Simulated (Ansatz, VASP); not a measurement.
## One calculation of Ge, two programs

File INCAR:

```
ALGO     = Normal         # electronic algorithm
EDIFF    = 1E-6           # SCF threshold, eV
ENCUT    = 520            # plane-wave cutoff, eV
GGA      = CA             # functional
ISIF     = 2              # what is computed and relaxed
ISMEAR   = -1             # smearing method
LASPH    = T              # aspherical terms in the spheres
LCHARG   = F              # write CHGCAR
LREAL    = F              # projectors in reciprocal space
LWAVE    = F              # write WAVECAR
NBANDS   = 36             # bands
NELM     = 60             # most SCF steps
PREC     = Accurate       # precision mode
SIGMA    = 0.05           # smearing width, eV
```

The input KPOINTS:

```
k-points
0
Gamma
  8 8 4
```

The input POSCAR:

```
Ge
1.0
    4.0759897844      0.0000000000      0.0000000000
   -2.0379948922      3.5299106989      0.0000000000
    0.0000000000      0.0000000000      6.7288103778
Ge
4
Direct
    0.3333333333      0.6666666667      0.9370987500
    0.6666666667      0.3333333333      0.4370987500
    0.3333333333      0.6666666667      0.5629012500
    0.6666666667      0.3333333333      0.0629012500
```

Contents of input.yaml:

```yaml
crystal:
  lattice:
    - [4.0759897844, 0.0, 0.0]
    - [-2.0379948922, 3.5299106989, 0.0]
    - [0.0, 0.0, 6.7288103778]
  atoms:
    - { symbol: Ge, position: [0.3333333333, 0.6666666667, 0.93709875] }
    - { symbol: Ge, position: [0.6666666667, 0.3333333333, 0.43709875] }
    - { symbol: Ge, position: [0.3333333333, 0.6666666667, 0.56290125] }
    - { symbol: Ge, position: [0.6666666667, 0.3333333333, 0.06290125] }
hamiltonian:
  xc: lda
  pseudopotentials: { kind: paw }
kpoints:
  mp_grid: { grid: [8, 8, 4] }
scf:
  occupations: { method: fermi_dirac, width: 0.05 }
output:
  forces: true
  stress: true
  eigenvalues: true
```

Alike in both runs: task single point; functional LDA; k mesh 8 × 8 × 4; occupations fermi-dirac, width 0.05 eV; no spin polarisation.

```csv
,VASP,Ansatz
version,VASP 6.6.1,Ansatz 0.2.0
potentials or method,"VASP PAW LDA potentials, release 64 (Ge_d)",Ansatz PAW
plane-wave cutoff (eV),520,420
valence electrons in the cell,56,56
```

|  | VASP | Ansatz | Ansatz less VASP |
| --- | --- | --- | --- |
| gap on the k mesh at the Fermi level (eV) | none | none | - |
| pressure (GPa) | -5.0 | -5.1 | -0.12 |
| traceless stress, the component that is largest in VASP (GPa) | -0.26 | -0.27 | -0.011 |
| rms of the force components (eV/Å) | 0.016 | 0.018 | +0.0014 |

LDA's correlation is that of Perdew and Zunger in VASP and of Perdew and Wang (1992) in Ansatz. Atom by atom the forces differ by 0.001 eV/Å (rms over components). A gap of «none» marks a metal or a gap that the smearing closes.
